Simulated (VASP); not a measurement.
# Cs (Im-3m) in VASP: notebook

The runs below take Cs through single point, with LDA.

Everything below comes from runs of VASP 6.6.1. Logs are shortened: lines on timing, memory, paths and dates and some standing lists are left out, and cuts for length are marked.

### 1 The cell of the first run

It takes space group Im-3m (No. 229, cubic). Conventional cell: a = 6.025 Å, b = 6.025 Å, c = 6.025 Å, α = 90.00°, β = 90.00°, γ = 90.00°.

### 2 Single point, LDA (volume scaled by 0.99)

Contents of INCAR:

```
PREC = Accurate ; ENCUT = 520
EDIFF = 1E-6 ; ISMEAR = -1
SIGMA = 0.05 ; LREAL = F
LASPH = T ; NELM = 60
ALGO = Normal ; ISIF = 2
LWAVE = F ; LCHARG = F
NBANDS = 10
```

Contents of KPOINTS:

```
Automatic mesh
0
Gamma
  9 9 9
```

Contents of POSCAR:

```
Cs
1.0
   -3.0123912288      3.0123912288      3.0123912288
    3.0123912288     -3.0123912288      3.0123912288
    3.0123912288      3.0123912288     -3.0123912288
Cs
1
Direct
    0.0000000000      0.0000000000      0.0000000000
```

Potentials or basis: VASP PAW LDA potentials, release 64 (Cs_sv).

On the command line:

```sh
$ cat potpaw_LDA.64/Cs_sv/POTCAR > POTCAR
$ mpirun -np 1 vasp_std > vasp.out
```

OUTCAR:

```text
PREC = Accurate
   ENCUT = 520
   EDIFF = 1E-6
   ISMEAR = -1
   LREAL = F
   LASPH = T
   NELM = 60
   ISIF = 2

 ion  position               nearest neighbor table
   1  0.000  0.000  0.000-

  LATTYP: Found a body centered cubic cell.
 ALAT       =     6.0247824576

  Lattice vectors:

 A1 = (  -3.0123912288,   3.0123912288,   3.0123912288)
 A2 = (   3.0123912288,  -3.0123912288,   3.0123912288)
 A3 = (   3.0123912288,   3.0123912288,  -3.0123912288)

Analysis of symmetry for initial positions (statically):
=====================================================================
 Subroutine PRICEL returns:
 Original cell was already a primitive cell.

 Routine SETGRP: Setting up the symmetry group for a
 body centered cubic supercell.

 Subroutine GETGRP returns: Found 48 space group operations
[... 9 lines left out ...]

 Routine SETGRP: Setting up the symmetry group for a
 body centered cubic supercell.

 Subroutine GETGRP returns: Found 48 space group operations
[... 11 lines left out ...]
                                     Primitive cell

  volume of cell :     109.3438

  direct lattice vectors                    reciprocal lattice vectors
    -3.012391229  3.012391229  3.012391229     0.000000000  0.165981097  0.165981097
     3.012391229 -3.012391229  3.012391229     0.165981097  0.000000000  0.165981097
     3.012391229  3.012391229 -3.012391229     0.165981097  0.165981097  0.000000000

  length of vectors
     5.217614661  5.217614661  5.217614661     0.234732718  0.234732718  0.234732718

  position of ions in fractional coordinates (direct lattice)
     0.000000000  0.000000000  0.000000000

  ion indices of the primitive-cell ions
   primitive index   ion index
                 1           1

----------------------------------------------------------------------------------------

 KPOINTS: Automatic mesh

Automatic generation of k-mesh.
 Grid dimensions read from file:
 generate k-points for:    9    9    9

 Generating k-lattice:

  Cartesian coordinates                     Fractional coordinates (reciprocal lattice)
     0.000000000  0.018442344  0.018442344     0.111111111  0.000000000  0.000000000
     0.018442344  0.000000000  0.018442344     0.000000000  0.111111111  0.000000000
     0.018442344  0.018442344  0.000000000     0.000000000  0.000000000  0.111111111

  Length of vectors
[... 44 lines left out ...]
   NGXF,Y,Z  is equivalent  to a cutoff of  25.49, 25.49, 25.49 a.u.
 SYSTEM =  unknown system
   PREC   = accura    normal or accurate (medium, high low for compatibility)
   ISTART =      0    job   : 0-new  1-cont  2-samecut
   ICHARG =      2    charge: 1-file 2-atom 10-const
   ISPIN  =      1    spin polarized calculation?
   LNONCOLLINEAR =      F non collinear calculations
   LSORBIT =      F    spin-orbit coupling
   LASPH  =      T    aspherical Exc in radial PAW
   ENCUT  =  520.0 eV  38.22 Ry    6.18 a.u.   9.70  9.70  9.70*2*pi/ulx,y,z
   NELM   =     60;   NELMIN=  2; NELMDL= -5     # of ELM steps
   EDIFF  = 0.1E-05   stopping-criterion for ELM
   LREAL  =      F    real-space projection
   EDIFFG = 0.1E-04   stopping-criterion for IOM
   NSW    =      0    number of steps for IOM
   IBRION =     -1    ionic relax: 0-MD 1-quasi-New 2-CG
   NFREE  =      0    steps in history (QN), initial steepest desc. (CG)
   ISIF   =      2    stress and relaxation
   ISYM   =      2    0-nonsym 1-usesym 2-fastsym
   POTIM  = 0.5000    time-step for ionic-motion
   TEBEG  =    0.0;   TEEND  =   0.0 temperature during run
   PSTRESS=    0.0 pullay stress
   NELECT =       9.0000    total number of electrons
   NUPDOWN=      -1.0000    fix difference up-down
   EMIN   =  10.00;   EMAX   =-10.00  energy-range for DOS
[... 5 lines left out ...]
     AMIX     =   0.40;   BMIX     =  1.00
     AMIX_MAG =   1.60;   BMIX_MAG =  1.00
  volume/ion in A,a.u.               =     109.34       737.89
  Fermi-wavevector in a.u.,A,eV,Ry     =   0.712127  1.345725  6.899858  0.507125
  Thomas-Fermi vector in A             =   1.799421
   LORBIT       =      0    0 simple, 1 ext, 2 COOP (PROOUT), +10 PAW based schemes
   GGA     = CA    functional components
   LHFCALC =     F    Hartree Fock is set to
   AEXX    =    0.0000 exact exchange contribution
   IVDW    =     0    specifies the selected vdW correction
   LEPSILON=     F    determine dielectric tensor
   LRPA    =     F    only Hartree local field effects (RPA)
 non-spin polarized calculation
  energy-cutoff  :      520.00
  volume of cell :      109.34
 maximum number of plane-waves:      2968
   NGX = 19   NGY = 19   NGZ = 19

 number of electron       8.9999998 magnetization

 Free energy of the ion-electron system (eV)
  ---------------------------------------------------
  ext. energy  EPLUGINS =         0.00000000
  ---------------------------------------------------
  free energy    TOTEN  =        -0.98756331 eV

  energy without entropy =       -0.97746215  energy(sigma->0) =       -0.98251273

 E-fermi :   0.4124     XC(G=0):  -5.6749

 val. band max:        0.3127222079   @ k =   0.4444   0.0000   0.0000
 cond. band min:       0.4138326685   @ k =  -0.3333   0.4444   0.1111
 fundamental gap:      0.1011104606
 Fermi energy:         0.4123921165

 k-point     1 :       0.0000    0.0000    0.0000
  band No.  band energies     occupation
      1     -23.3829      2.00000
      2     -10.1095      2.00000
      3     -10.1095      2.00000
      4     -10.1095      2.00000
      5      -1.3241      2.00000
      6       2.8610      0.00000
      7       2.8610      0.00000
      8       2.8610      0.00000
      9       3.7932      0.00000
     10       3.7932      0.00000
[... 287 lines left out ...]
 k-point    24 :      -0.4444   -0.4444    0.1111
  band No.  band energies     occupation
      1     -23.3726      2.00000
      2     -10.2601      2.00000
      3     -10.1899      2.00000
      4     -10.1362      2.00000
      5       0.7971      0.00091
      6       1.3052      0.00000
      7       2.0139      0.00000
      8       3.0397      0.00000
      9       4.0561      0.00000
     10       4.8182      0.00000

 [... further k-points ...]
[... 5 lines left out ...]
  --------------------------------------------------------------------------------------
  -------------------------------------------------------------------------------------
  Total       -0.1878143     -0.1878143     -0.1878143      0.0000000      0.0000000      0.0000000
  in kB       -2.7519791     -2.7519791     -2.7519791      0.0000000      0.0000000      0.0000000
  external PRESSURE =      -2.7519791 kB  Pullay stress =       0.0000000 kB

 VOLUME and BASIS-vectors are now :
 -----------------------------------------------------------------------------
  energy-cutoff  :      520.00
  volume of cell :      109.34
      direct lattice vectors                 reciprocal lattice vectors
    -3.012391229  3.012391229  3.012391229     0.000000000  0.165981097  0.165981097
     3.012391229 -3.012391229  3.012391229     0.165981097  0.000000000  0.165981097
     3.012391229  3.012391229 -3.012391229     0.165981097  0.165981097  0.000000000

 POSITION                                       TOTAL-FORCE (eV/Angst)
 -----------------------------------------------------------------------------------
      0.00000      0.00000      0.00000         0.000000      0.000000      0.000000
 -----------------------------------------------------------------------------------
    total drift:                               -0.000000     -0.000000     -0.000000

  FREE ENERGIE OF THE ION-ELECTRON SYSTEM (eV)
  ---------------------------------------------------
  free  energy   TOTEN  =        -0.9875633108 eV

  energy  without entropy=       -0.9774621491  energy(sigma->0) =       -0.98251273
```

stdout:

```text
POSCAR found type information on POSCAR Cs
 POSCAR found :  1 types and       1 ions
 scaLAPACK will be used
 LDA part: xc-table for (Slater(with rela. corr.)+CA(PZ))
 , standard interpolation
 POSCAR, INCAR and KPOINTS ok, starting setup
 FFT: planning ... GRIDC
 FFT: planning ... GRID_SOFT
 FFT: planning ... GRID
 WAVECAR not read
 entering main loop
```

It took 10 s on 1 thread of Intel Xeon 6975P-C (Granite Rapids), shared host; peak memory 0.2 GiB.

Results:

```yaml
Free_energy: -0.9876 eV
Pressure: -0.3 GPa
```

Caveat: spin-orbit coupling is left out, which moves the levels of the heavy elements.

### 3 Single point, LDA (volume scaled by 1.01)

Contents of INCAR:

```
SYSTEM = Cs
  PREC = Accurate
  ENCUT = 520
  EDIFF = 1E-6
  ISMEAR = -1
  SIGMA = 0.05
  LREAL = .FALSE.
  LASPH = .TRUE.
  NELM = 60
  ALGO = Normal
  ISIF = 2
  LWAVE = .FALSE.
  LCHARG = .TRUE.
  GGA = CA
  LELF = .TRUE.
  LVHAR = .TRUE.
  NBANDS = 10
```

Contents of KPOINTS:

```
Automatic mesh
0
G
  9 9 9
  0 0 0
```

Contents of POSCAR:

```
Cs
1.0
   -3.0325416020      3.0325416020      3.0325416020
    3.0325416020     -3.0325416020      3.0325416020
    3.0325416020      3.0325416020     -3.0325416020
Cs
1
Direct
    0.0000000000      0.0000000000      0.0000000000
```

Potentials or basis: VASP PAW LDA potentials, release 64 (Cs_sv).

On the command line:

```sh
$ cat potpaw_LDA.64/Cs_sv/POTCAR > POTCAR
$ mpirun -np 1 vasp_std > vasp.out
```

OUTCAR:

```text
SYSTEM = Cs
   PREC = Accurate
   ENCUT = 520
   EDIFF = 1E-6
   ISMEAR = -1
   LREAL = .FALSE.
   LASPH = .TRUE.
   NELM = 60
   ISIF = 2
   GGA = CA

 ion  position               nearest neighbor table
   1  0.000  0.000  0.000-

  LATTYP: Found a body centered cubic cell.
 ALAT       =     6.0650832040

  Lattice vectors:

 A1 = (  -3.0325416020,   3.0325416020,   3.0325416020)
 A2 = (   3.0325416020,  -3.0325416020,   3.0325416020)
 A3 = (   3.0325416020,   3.0325416020,  -3.0325416020)

Analysis of symmetry for initial positions (statically):
=====================================================================
 Subroutine PRICEL returns:
 Original cell was already a primitive cell.

 Routine SETGRP: Setting up the symmetry group for a
 body centered cubic supercell.

 Subroutine GETGRP returns: Found 48 space group operations
[... 9 lines left out ...]

 Routine SETGRP: Setting up the symmetry group for a
 body centered cubic supercell.

 Subroutine GETGRP returns: Found 48 space group operations
[... 11 lines left out ...]
                                     Primitive cell

  volume of cell :     111.5528

  direct lattice vectors                    reciprocal lattice vectors
    -3.032541602  3.032541602  3.032541602     0.000000000  0.164878200  0.164878200
     3.032541602 -3.032541602  3.032541602     0.164878200  0.000000000  0.164878200
     3.032541602  3.032541602 -3.032541602     0.164878200  0.164878200  0.000000000

  length of vectors
     5.252516131  5.252516131  5.252516131     0.233172986  0.233172986  0.233172986

  position of ions in fractional coordinates (direct lattice)
     0.000000000  0.000000000  0.000000000

  ion indices of the primitive-cell ions
   primitive index   ion index
                 1           1

----------------------------------------------------------------------------------------

[... 77 lines left out ...]
   POTIM  = 0.5000    time-step for ionic-motion
   TEBEG  =    0.0;   TEEND  =   0.0 temperature during run
   PSTRESS=    0.0 pullay stress
   NELECT =       9.0000    total number of electrons
   NUPDOWN=      -1.0000    fix difference up-down
   EMIN   =  10.00;   EMAX   =-10.00  energy-range for DOS
[... 5 lines left out ...]
     AMIX     =   0.40;   BMIX     =  1.00
     AMIX_MAG =   1.60;   BMIX_MAG =  1.00
  volume/ion in A,a.u.               =     111.55       752.80
  Fermi-wavevector in a.u.,A,eV,Ry     =   0.707395  1.336783  6.808468  0.500408
  Thomas-Fermi vector in A             =   1.793432
   LORBIT       =      0    0 simple, 1 ext, 2 COOP (PROOUT), +10 PAW based schemes
   GGA     = CA    functional components
   LHFCALC =     F    Hartree Fock is set to
   AEXX    =    0.0000 exact exchange contribution
   IVDW    =     0    specifies the selected vdW correction
   LEPSILON=     F    determine dielectric tensor
   LRPA    =     F    only Hartree local field effects (RPA)
 non-spin polarized calculation
  energy-cutoff  :      520.00
  volume of cell :      111.55
 maximum number of plane-waves:      3043
   NGX = 19   NGY = 19   NGZ = 19

 number of electron       8.9999999 magnetization

 Free energy of the ion-electron system (eV)
  ---------------------------------------------------
  ext. energy  EPLUGINS =         0.00000000
  ---------------------------------------------------
  free energy    TOTEN  =        -0.98371563 eV

  energy without entropy =       -0.97367786  energy(sigma->0) =       -0.97869675

 E-fermi :   0.3618     XC(G=0):  -5.6226

 val. band max:        0.3606061125   @ k =  -0.3333   0.4444   0.1111
 cond. band min:       0.4042489343   @ k =  -0.4444   0.4444   0.1111
 fundamental gap:      0.0436428218
 Fermi energy:         0.3617948996

 k-point     1 :       0.0000    0.0000    0.0000
  band No.  band energies     occupation
      1     -23.4458      2.00000
      2     -10.1758      2.00000
      3     -10.1758      2.00000
      4     -10.1758      2.00000
      5      -1.3543      2.00000
      6       2.7978      0.00000
      7       2.7978      0.00000
      8       2.7978      0.00000
      9       3.7140      0.00000
     10       3.7140      0.00000
[... 287 lines left out ...]
 k-point    24 :      -0.4444   -0.4444    0.1111
  band No.  band energies     occupation
      1     -23.4363      2.00000
      2     -10.3167      2.00000
      3     -10.2511      2.00000
      4     -10.2008      2.00000
      5       0.7491      0.00086
      6       1.2432      0.00000
      7       1.9586      0.00000
      8       2.9673      0.00000
      9       3.9642      0.00000
     10       4.6953      0.00000

 [... further k-points ...]
[... 5 lines left out ...]
  --------------------------------------------------------------------------------------
  -------------------------------------------------------------------------------------
  Total       -0.2123158     -0.2123158     -0.2123158     -0.0000000      0.0000000      0.0000000
  in kB       -3.0493877     -3.0493877     -3.0493877     -0.0000000      0.0000000      0.0000000
  external PRESSURE =      -3.0493877 kB  Pullay stress =       0.0000000 kB

 VOLUME and BASIS-vectors are now :
 -----------------------------------------------------------------------------
  energy-cutoff  :      520.00
  volume of cell :      111.55
      direct lattice vectors                 reciprocal lattice vectors
    -3.032541602  3.032541602  3.032541602     0.000000000  0.164878200  0.164878200
     3.032541602 -3.032541602  3.032541602     0.164878200  0.000000000  0.164878200
     3.032541602  3.032541602 -3.032541602     0.164878200  0.164878200  0.000000000

 POSITION                                       TOTAL-FORCE (eV/Angst)
 -----------------------------------------------------------------------------------
      0.00000      0.00000      0.00000        -0.000000      0.000000     -0.000000
 -----------------------------------------------------------------------------------
    total drift:                               -0.000000      0.000000     -0.000000

  FREE ENERGIE OF THE ION-ELECTRON SYSTEM (eV)
  ---------------------------------------------------
  free  energy   TOTEN  =        -0.9837156316 eV

  energy  without entropy=       -0.9736778633  energy(sigma->0) =       -0.97869675
```

OSZICAR:

```text
N       E                     dE             d eps       ncg     rms          rms(c)
DAV:   1     0.501771360230E+02    0.50177E+02   -0.29824E+03   700   0.630E+02
DAV:   2     0.380281143267E+01   -0.46374E+02   -0.45296E+02   894   0.109E+02
DAV:   3    -0.920859456026E+00   -0.47237E+01   -0.47185E+01   818   0.401E+01
DAV:   4    -0.984111688479E+00   -0.63252E-01   -0.63241E-01   890   0.569E+00
DAV:   5    -0.984404674784E+00   -0.29299E-03   -0.29297E-03   940   0.333E-01    0.129E-01
DAV:   6    -0.983738723262E+00    0.66595E-03   -0.14160E-03   918   0.168E-01    0.828E-02
DAV:   7    -0.983676640096E+00    0.62083E-04   -0.24049E-03   906   0.219E-01    0.354E-02
DAV:   8    -0.983714858592E+00   -0.38218E-04   -0.66488E-05   814   0.510E-02    0.394E-03
DAV:   9    -0.983715631608E+00   -0.77302E-06   -0.18728E-06   926   0.678E-03
   1 F= -.98371563E+00 E0= -.97869675E+00  d E =-.100378E-01
```

stdout:

```text
POSCAR found type information on POSCAR Cs
 POSCAR found :  1 types and       1 ions
 scaLAPACK will be used
 LDA part: xc-table for (Slater(with rela. corr.)+CA(PZ))
 , standard interpolation
 POSCAR, INCAR and KPOINTS ok, starting setup
 FFT: planning ... GRIDC
 FFT: planning ... GRID_SOFT
 FFT: planning ... GRID
 WAVECAR not read
 entering main loop
```

Wall time 9.8 s (1 thread of Intel Xeon 6975P-C (Granite Rapids), shared host); peak memory 0.2 GiB.

What came out:

* Free energy: -0.9837 eV
* Pressure: -0.3 GPa

Caveat: spin-orbit coupling is left out, which moves the levels of the heavy elements.
